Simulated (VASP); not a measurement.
# RuC18: single point with PBE+D3(BJ)

Slab: RuC18, a slab with vacuum.

```
C Ru
1.0
     7.39800    0.00000    0.00000
    -3.69900    6.40686    0.00000
     0.00000    0.00000   11.00000
C Ru
18 1
Direct
  0.99649 0.98779 0.09668
  0.21740 0.09915 0.09264
  0.99761 0.32253 0.09410
  0.21930 0.43335 0.09242
  0.99650 0.65609 0.09657
  0.21741 0.76564 0.09248
  0.32581 0.98660 0.08960
  0.54869 0.09803 0.08387
  0.32947 0.32215 0.09208
  0.55025 0.43386 0.09465
  0.32944 0.65469 0.09189
  0.55023 0.76371 0.09437
  0.66164 0.98725 0.09247
  0.88550 0.09976 0.09686
  0.66169 0.32172 0.09290
  0.88556 0.43319 0.09682
  0.66216 0.65476 0.09648
  0.88536 0.76638 0.09663
  0.70270 0.17395 0.25014
```

| Item | Value |
| --- | --- |
| Program | VASP 6.6.1 |
| Task | single point |
| Functional | PBE |
| Dispersion | D3(BJ) |
| Potentials or basis | VASP PAW PBE potentials, release 64 (C, Ru_pv) |
| Cutoff | 520 eV |
| k mesh | 2 × 2 × 1 |
| Occupations | fermi-dirac, width 0.05 eV |
| Spin | no spin polarisation |
| Dipole correction | no |
| Further INCAR settings | LREAL = Auto; ALGO = Normal; EDIFF = 1e-06; NBANDS = 58 |

```yaml
Largest_force: 0.891 eV/Å
Band_gap_on_the_k_mesh: zero (band 43 reaches -0.18 eV, above the bottom of band 44 at -0.43 eV)
Dispersion_energy_per_atom: -0.099 eV
```

Forces in eV/Å, atoms in the order of the input:
```
C   -0.028 -0.035  0.015
C   -0.042 -0.032 -0.002
C   -0.043 -0.022  0.035
C   -0.035 -0.021  0.053
C   -0.045 -0.013  0.011
C   -0.042 -0.015  0.000
C   -0.053 -0.028 -0.009
C   -0.059 -0.036  0.063
C   -0.036 -0.034  0.027
C   -0.040 -0.026 -0.004
C   -0.038 -0.024  0.028
C   -0.036 -0.030  0.000
C   -0.034 -0.040 -0.070
C   -0.042 -0.032  0.019
C   -0.056 -0.012 -0.067
C   -0.050 -0.020  0.013
C   -0.039 -0.020  0.009
C   -0.036 -0.016  0.009
Ru   0.757  0.453 -0.130
```

Levels at points of the mesh, in eV from the Fermi level:
| k point | band 39 | band 40 | band 41 | band 42 | band 43 | band 44 | band 45 | band 46 | band 47 | band 48 |
| --- | --- | --- | --- | --- | --- | --- | --- | --- | --- | --- |
| (0.00, 0.00, 0.00) | -1.76 | -1.50 | -1.45 | -1.07 | 0.24 | 0.25 | 0.61 | 0.72 | 0.87 | 3.22 |
| (0.50, 0.00, 0.00) | -2.90 | -1.39 | -1.03 | -0.95 | -0.28 | -0.01 | 1.00 | 1.50 | 2.16 | 2.31 |
| (0.00, 0.50, 0.00) | -2.89 | -1.36 | -1.06 | -0.93 | -0.37 | 0.06 | 1.01 | 1.55 | 2.12 | 2.38 |
| (0.50, 0.50, 0.00) | -2.89 | -1.36 | -1.06 | -0.93 | -0.37 | 0.07 | 1.01 | 1.55 | 2.12 | 2.39 |

It took 3.2 min on 1 thread of AMD EPYC 9R45 96-Core Processor (Zen 5) (shared host), peak memory 0.52 GiB.

Caveat: the k points lie up to 0.49 Å⁻¹ apart.
